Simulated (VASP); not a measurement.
Wanted: the native input for a VASP 6.6.1 run.

```
Task                   : single point
Functional             : PBEsol
Potentials or basis    : VASP PAW PBE potentials, release 64 (H)
Cutoff                 : 520 eV
k mesh                 : 10 × 10 × 10
Occupations            : methfessel-paxton, width 0.15 eV
Spin                   : no spin polarisation
Dipole correction      : no
Further INCAR settings : ALGO = Normal; EDIFF = 1e-07; NBANDS = 8
```

The structure of H lies in POSCAR:

```
H
1.0
   -1.6033930000      1.6033930000      6.7000100000
    1.6033930000     -1.6033930000      6.7000100000
    1.6033930000      1.6033930000     -6.7000100000
H
3
Direct
    0.5000000000      0.5000000000      0.0000000000
    0.7500000000      0.2500000000      0.5000000000
    0.2500000000      0.7500000000      0.5000000000
```

One way to write it, as run:

INCAR

```
SYSTEM = H
ALGO = Normal
EDIFF = 1E-7
ENCUT = 520
GGA = PS
ISIF = 2
ISMEAR = 1
LASPH = .True.
LCHARG = .False.
LREAL = .False.
LWAVE = .False.
NBANDS = 8
NELM = 60
PREC = Accurate
SIGMA = 0.15
```

KPOINTS

```
k-points
0
Gamma
  10 10 10
  0 0 0
```

Potentials or basis: VASP PAW PBE potentials, release 64 (H).

Run with:

```console
$ cat potpaw_PBE.64/H/POTCAR > POTCAR
$ mpirun -np 1 vasp_std > vasp.out
```

It gave:

```yaml
Pressure: -6.3 GPa
```

Caveat: the PAW data sets were made with another functional, which shifts forces and pressure a little.

Wall time 5.5 min on 1 thread of AMD EPYC 7R13 Processor (Zen 3), on a shared host, peak memory 0.35 GiB.
